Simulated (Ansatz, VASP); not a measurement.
## Two plane-wave programs on KZn

```
CELL_PARAMETERS angstrom
4.20846 0.00000 0.00000
0.00000 4.20846 0.00000
0.00000 0.00000 4.20846
ATOMIC_POSITIONS crystal
K 0.00000 0.00000 0.00000
Zn 0.50000 0.50000 0.50000
```

Alike in both runs: functional PBE; k mesh 10 × 10 × 10; occupations fermi-dirac, width 0.05 eV; no spin polarisation.

Ansatz relaxed the structure, and its values are those at the end. VASP's run is a single point on that final structure, the one shown.

|  | VASP | Ansatz |
| --- | --- | --- |
| version | VASP 6.6.1 | Ansatz 0.2.0 |
| potentials or method | VASP PAW PBE potentials, release 64 (K_sv, Zn) | PAW with Ansatz's default frozen-core files, scalar-relativistic |
| plane-wave cutoff (eV) | 520 | 420 |
| valence electrons in the cell | 21 | 21 |

```csv
,VASP,Ansatz,Ansatz less VASP
pressure (GPa),0.0,0.0,-0.02
```

With one functional, cell and mesh, what is left measures potentials, basis and numerics.
